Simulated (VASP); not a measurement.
# P (Fm-3m) in VASP: further runs

Runs on P. Level: PBE. Tasks: single point.

Everything below comes from runs of VASP 6.6.1. Logs are shortened: lines on timing, memory, paths and dates and some standing lists are left out, and cuts for length are marked.

### 1 The cell of the first run

The structure is cubic, space group Fm-3m (No. 225). Conventional cell: a = 4.038 Å, b = 4.038 Å, c = 4.038 Å, α = 90.00°, β = 90.00°, γ = 90.00°. P (site symmetry m-3m) has 12 P at 2.86 Å within 3.8 Å.

### 2 Single point, PBE (N replaced by P, lengths x 1.304, strained)

File INCAR:

```
SYSTEM = P
PREC     = Accurate       ! precision mode
ENCUT    = 500            ! plane-wave cutoff, eV
EDIFF    = 1E-6           ! SCF threshold, eV
ISMEAR   = 0              ! smearing method
SIGMA    = 0.1            ! smearing width, eV
LREAL    = .False.        ! projectors in reciprocal space
LASPH    = .True.         ! aspherical terms in the spheres
NELM     = 120            ! most SCF steps
ALGO     = Normal         ! electronic algorithm
ISIF     = 2              ! what is computed and relaxed
LWAVE    = .False.        ! write WAVECAR
LCHARG   = .True.         ! write CHGCAR
GGA      = PE             ! functional
LELF     = .True.         ! ELF
LVHAR    = .True.       
NBANDS   = 8              ! bands
GGA_COMPAT= .False.
```

File KPOINTS:

```
regular mesh
0
Gamma
  8 8 8
  0 0 0
```

File POSCAR:

```
P
1.0
    0.0000000000      2.0189374095      2.0189374095
    2.0189374095      0.0000000000      2.0189374095
    2.0189374095      2.0189374095      0.0000000000
P
1
Direct
    0.0000000000      0.0000000000      0.0000000000
```

Potentials or basis: VASP PAW PBE potentials, release 64 (P).

Run with:

```bash
$ cat potpaw_PBE.64/P/POTCAR > POTCAR
$ mpirun -np 1 vasp_std > vasp.out
```

OUTCAR:

```text
SYSTEM = P
   PREC = Accurate
   ENCUT = 500
   EDIFF = 1E-6
   ISMEAR = 0
   LREAL = .False.
   LASPH = .True.
   NELM = 120
   ISIF = 2
   GGA = PE

 ion  position               nearest neighbor table
   1  0.000  0.000  0.000-

  LATTYP: Found a face centered cubic cell.
 ALAT       =     4.0378748190

  Lattice vectors:

 A1 = (   0.0000000000,   2.0189374095,   2.0189374095)
 A2 = (   2.0189374095,   0.0000000000,   2.0189374095)
 A3 = (   2.0189374095,   2.0189374095,   0.0000000000)

Analysis of symmetry for initial positions (statically):
=====================================================================
 Subroutine PRICEL returns:
 Original cell was already a primitive cell.

 Routine SETGRP: Setting up the symmetry group for a
 face centered cubic supercell.

 Subroutine GETGRP returns: Found 48 space group operations
 (whereof 48 operations were pure point group operations)
 out of a pool of 48 trial point group operations.

The static configuration has the point symmetry O_h .

Analysis of symmetry for dynamics (positions and initial velocities):
=====================================================================
 Subroutine PRICEL returns:
 Original cell was already a primitive cell.

 Routine SETGRP: Setting up the symmetry group for a
 face centered cubic supercell.

 Subroutine GETGRP returns: Found 48 space group operations
 (whereof 48 operations were pure point group operations)
 out of a pool of 48 trial point group operations.

The dynamic configuration has the point symmetry O_h .

 Subroutine INISYM returns: Found 48 space group operations
 (whereof 48 operations are pure point group operations),
 and found     1 'primitive' translations

----------------------------------------------------------------------------------------

                                     Primitive cell

  volume of cell :      16.4588

  direct lattice vectors                    reciprocal lattice vectors
     0.000000000  2.018937409  2.018937409    -0.247655028  0.247655028  0.247655028
     2.018937409  0.000000000  2.018937409     0.247655028 -0.247655028  0.247655028
     2.018937409  2.018937409  0.000000000     0.247655028  0.247655028 -0.247655028

  length of vectors
     2.855208666  2.855208666  2.855208666     0.428951091  0.428951091  0.428951091
[... 73 lines left out ...]
   ISPIN  =      1    spin polarized calculation?
   LNONCOLLINEAR =      F non collinear calculations
   LSORBIT =      F    spin-orbit coupling
   LASPH  =      T    aspherical Exc in radial PAW
   ENCUT  =  500.0 eV  36.75 Ry    6.06 a.u.   5.21  5.21  5.21*2*pi/ulx,y,z
   NELM   =    120;   NELMIN=  2; NELMDL= -5     # of ELM steps
   EDIFF  = 0.1E-05   stopping-criterion for ELM
   LREAL  =      F    real-space projection
   EDIFFG = 0.1E-04   stopping-criterion for IOM
   NSW    =      0    number of steps for IOM
   IBRION =     -1    ionic relax: 0-MD 1-quasi-New 2-CG
   NFREE  =      0    steps in history (QN), initial steepest desc. (CG)
   ISIF   =      2    stress and relaxation
   ISYM   =      2    0-nonsym 1-usesym 2-fastsym
   POTIM  = 0.5000    time-step for ionic-motion
   TEBEG  =    0.0;   TEEND  =   0.0 temperature during run
   PSTRESS=    0.0 pullay stress
   NELECT =       5.0000    total number of electrons
   NUPDOWN=      -1.0000    fix difference up-down
   EMIN   =  10.00;   EMAX   =-10.00  energy-range for DOS
   EFERMI =   0.00;   METHOD = LEGACY
   ISMEAR =     0;   SIGMA  =   0.10  broadening in eV -4-tet -1-fermi 0-gaus
   EFERMI_NEDOS =   21; number of points for ismear=-14 and -15
   IALGO  =     38    algorithm
   IMIX   =      4    mixing-type and parameters
     AMIX     =   0.40;   BMIX     =  1.00
     AMIX_MAG =   1.60;   BMIX_MAG =  1.00
  volume/ion in A,a.u.               =      16.46       111.07
  Fermi-wavevector in a.u.,A,eV,Ry     =   1.100522  2.079685 16.478672  1.211148
  Thomas-Fermi vector in A             =   2.236934
   LORBIT       =      0    0 simple, 1 ext, 2 COOP (PROOUT), +10 PAW based schemes
   GGA     = PE    functional components
   LHFCALC =     F    Hartree Fock is set to
   AEXX    =    0.0000 exact exchange contribution
   IVDW    =     0    specifies the selected vdW correction
   LEPSILON=     F    determine dielectric tensor
   LRPA    =     F    only Hartree local field effects (RPA)
 non-spin polarized calculation
 Gauss-broadening in eV      SIGMA  =   0.10
  energy-cutoff  :      500.00
  volume of cell :       16.46
 maximum number of plane-waves:       444
 NGX is ok and might be reduce to    24
   NGX = 11   NGY = 11   NGZ = 11

 number of electron       5.0000001 magnetization

 Free energy of the ion-electron system (eV)
  ---------------------------------------------------
  ext. energy  EPLUGINS =         0.00000000
  ---------------------------------------------------
  free energy    TOTEN  =        -4.43152205 eV

  energy without entropy =       -4.42177323  energy(sigma->0) =       -4.42664764

 E-fermi :   7.8700     XC(G=0): -10.9359

 val. band max:        7.8014839225   @ k =   0.5000   0.2500   0.1250
 cond. band min:       7.8723283243   @ k =  -0.3750   0.3750   0.1250
 fundamental gap:      0.0708444018
 Fermi energy:         7.8699609640

 k-point     1 :       0.0000    0.0000    0.0000
  band No.  band energies     occupation
      1      -7.0098      2.00000
      2      13.8345      0.00000
      3      13.8345      0.00000
      4      13.8345      0.00000
      5      19.2836      0.00000
      6      19.2836      0.00000
      7      19.2836      0.00000
      8      24.7101      0.00000
[... 243 lines left out ...]
 k-point    24 :      -0.3750    0.2500    0.1250
  band No.  band energies     occupation
      1      -1.0537      2.00000
      2       2.0360      2.00000
      3       7.7789      1.80243
      4       9.6866      0.00000
      5      17.3731      0.00000
      6      19.1791      0.00000
      7      23.3028      0.00000
      8      24.7355      0.00000

 [... further k-points ...]
[... 5 lines left out ...]
  --------------------------------------------------------------------------------------
  -------------------------------------------------------------------------------------
  Total       -0.7235053     -0.7235053     -0.7235053      0.0000000      0.0000000      0.0000000
  in kB      -70.4293634    -70.4293634    -70.4293634      0.0000000      0.0000000      0.0000000
  external PRESSURE =     -70.4293634 kB  Pullay stress =       0.0000000 kB

 VOLUME and BASIS-vectors are now :
 -----------------------------------------------------------------------------
  energy-cutoff  :      500.00
  volume of cell :       16.46
      direct lattice vectors                 reciprocal lattice vectors
     0.000000000  2.018937409  2.018937409    -0.247655028  0.247655028  0.247655028
     2.018937409  0.000000000  2.018937409     0.247655028 -0.247655028  0.247655028
     2.018937409  2.018937409  0.000000000     0.247655028  0.247655028 -0.247655028

 POSITION                                       TOTAL-FORCE (eV/Angst)
 -----------------------------------------------------------------------------------
      0.00000      0.00000      0.00000        -0.000000     -0.000000     -0.000000
 -----------------------------------------------------------------------------------
    total drift:                                0.000000     -0.000000     -0.000000

  FREE ENERGIE OF THE ION-ELECTRON SYSTEM (eV)
  ---------------------------------------------------
  free  energy   TOTEN  =        -4.4315220526 eV

  energy  without entropy=       -4.4217732344  energy(sigma->0) =       -4.42664764
```

stdout:

```text
POSCAR found type information on POSCAR P
 POSCAR found :  1 types and       1 ions
 scaLAPACK will be used
 LDA part: xc-table for (Slater+PW92), standard interpolation
 POSCAR, INCAR and KPOINTS ok, starting setup
 FFT: planning ... GRIDC
 FFT: planning ... GRID_SOFT
 FFT: planning ... GRID
 WAVECAR not read
 entering main loop
```

It took 2.6 s on 1 thread of Intel Xeon Platinum 8559C (Emerald Rapids), shared host; peak memory 0.12 GiB.

What came out:

| Item | Value |
| --- | --- |
| Free energy | -4.4315 eV |
| Pressure | -7.0 GPa |

Caveat: the cell differs from its parent crystal (N replaced by P, lengths x 1.304, strained).

### 3 Single point, PBE (N replaced by P, lengths x 1.304, strained)

File INCAR:

```
  PREC = Accurate
  ENCUT = 500
  EDIFF = 1E-6
  ISMEAR = 0
  SIGMA = 0.1
  LREAL = F
  LASPH = T
  NELM = 120
  ALGO = Normal
  ISIF = 2
  LWAVE = F
  LCHARG = T
  GGA = PE
  LELF = T
  LVHAR = T
  NBANDS = 8
  GGA_COMPAT = F
```

File KPOINTS:

```
Automatic mesh
0
Gamma
  18 18 18
```

POSCAR is that of step 2.

Potentials or basis: VASP PAW PBE potentials, release 64 (P).

Run with:

```bash
$ cat potpaw_PBE.64/P/POTCAR > POTCAR
$ mpirun -np 1 vasp_std > vasp.out
```

It took 8.8 s on 1 thread of Intel Xeon Platinum 8559C (Emerald Rapids), shared host; peak memory 0.14 GiB.

It converged, with:

| Item | Value |
| --- | --- |
| Free energy | -4.4595 eV |
| Pressure | -9.2 GPa |

Levels at points of the mesh, in eV from the Fermi level:
| k point | band 1 | band 2 | band 3 | band 4 | band 5 | band 6 |
| --- | --- | --- | --- | --- | --- | --- |
| (0.00, 0.00, 0.00) | -15.16 | 5.68 | 5.68 | 5.68 | 11.14 | 11.14 |
| (0.50, 0.00, 0.00) | -10.15 | -7.10 | 4.01 | 4.01 | 9.77 | 10.30 |
| (0.50, 0.50, 0.00) | -7.96 | -5.94 | 0.53 | 0.53 | 4.73 | 4.89 |

Caveat: the cell differs from its parent crystal (N replaced by P, lengths x 1.304, strained).

### 4 Single point, PBE (N replaced by P, lengths x 1.304, strained)

File INCAR:

```
SYSTEM = P
PREC = Accurate
ENCUT = 500
EDIFF = 1E-6
ISMEAR = 0
SIGMA = 0.1
LREAL = .False.
LASPH = .True.
NELM = 120
ALGO = Normal
ISIF = 2
LWAVE = .False.
LCHARG = .True.
GGA = PE
LELF = .True.
LVHAR = .True.
NBANDS = 8
GGA_COMPAT = .False.
```

File KPOINTS:

```
regular mesh
0
Gamma
  18 18 18
  0 0 0
```

File POSCAR:

```
P
1.0
    0.0000000000      2.0342781400      2.0342781400
    2.0342781400      0.0000000000      2.0342781400
    2.0342781400      2.0342781400      0.0000000000
P
1
Direct
    0.0000000000      0.0000000000      0.0000000000
```

Run with:

```bash
$ cat potpaw_PBE.64/P/POTCAR > POTCAR
$ mpirun -np 1 vasp_std > vasp.out
```

Wall time 8.6 s (1 thread of Intel Xeon Platinum 8559C (Emerald Rapids), shared host); peak memory 0.14 GiB.

The run converged. Its results:

```yaml
Free_energy: -4.4366 eV
Pressure: -10.3 GPa
```

Levels at points of the mesh, in eV from the Fermi level:
```
           k point  band 1  band 2  band 3  band 4  band 5  band 6  band 7
(0.00, 0.00, 0.00)  -14.95    5.50    5.50    5.50   11.09   11.09   11.09
(0.50, 0.00, 0.00)  -10.09   -6.93    3.89    3.89    9.63   10.27   10.27
(0.50, 0.50, 0.00)   -7.97   -5.80    0.51    0.51    4.80    4.89   21.24
```

Caveat: the cell differs from its parent crystal (N replaced by P, lengths x 1.304, strained).

### 5 Single point, PBE (N replaced by P, lengths x 1.304, strained)

File INCAR:

```
ALGO = Normal
EDIFF = 1E-6
ENCUT = 500
GGA = PE
GGA_COMPAT = False
ISIF = 2
ISMEAR = 0
LASPH = True
LCHARG = True
LELF = True
LREAL = False
LVHAR = True
LWAVE = False
NBANDS = 8
NELM = 120
PREC = Accurate
SIGMA = 0.1
```

File KPOINTS:

```
k-points
0
Gamma
  18 18 18
```

File POSCAR:

```
P
1.0
    0.0000000000      2.0730454022      2.0730454022
    2.0730454022      0.0000000000      2.0730454022
    2.0730454022      2.0730454022      0.0000000000
P
1
Direct
    0.0000000000      0.0000000000      0.0000000000
```

Run with:

```bash
$ cat potpaw_PBE.64/P/POTCAR > POTCAR
$ mpirun -np 1 vasp_std > vasp.out
```

Wall time 9.2 s (1 thread of Intel Xeon Platinum 8559C (Emerald Rapids), shared host); peak memory 0.14 GiB.

The run converged. Its results:

- Free energy: -4.3661 eV
- Pressure: -12.7 GPa

Levels at points of the mesh, in eV from the Fermi level:
```csv
k point,band 1,band 2,band 3,band 4,band 5,band 6
"(0.00, 0.00, 0.00)",-14.44,5.08,5.08,5.08,10.99,10.99
"(0.50, 0.00, 0.00)",-9.93,-6.52,3.59,3.59,9.31,10.21
"(0.50, 0.50, 0.00)",-8.00,-5.45,0.47,0.47,4.90,4.97
```

Caveat: the cell differs from its parent crystal (N replaced by P, lengths x 1.304, strained).

### 6 Overview

| cell | k mesh | gap on the mesh (eV) | pressure (GPa) |
| --- | --- | --- | --- |
| a = 2.855 Å, angles 60.0°, 1 atom | 8 × 8 × 8 | none | -7.0 |
| a = 2.855 Å, angles 60.0°, 1 atom | 18 × 18 × 18 | none | -9.2 |
| a = 2.877 Å, angles 60.0°, 1 atom | 18 × 18 × 18 | none | -10.3 |
| a = 2.932 Å, angles 60.0°, 1 atom | 18 × 18 × 18 | none | -12.7 |

Alike in all rows: task single point; level PBE; potentials or basis VASP PAW PBE potentials, release 64 (P); no spin polarisation; cutoff (eV) 500; smearing gaussian 0.1 eV.

Absolute energies hang on the potentials; compare differences alone.
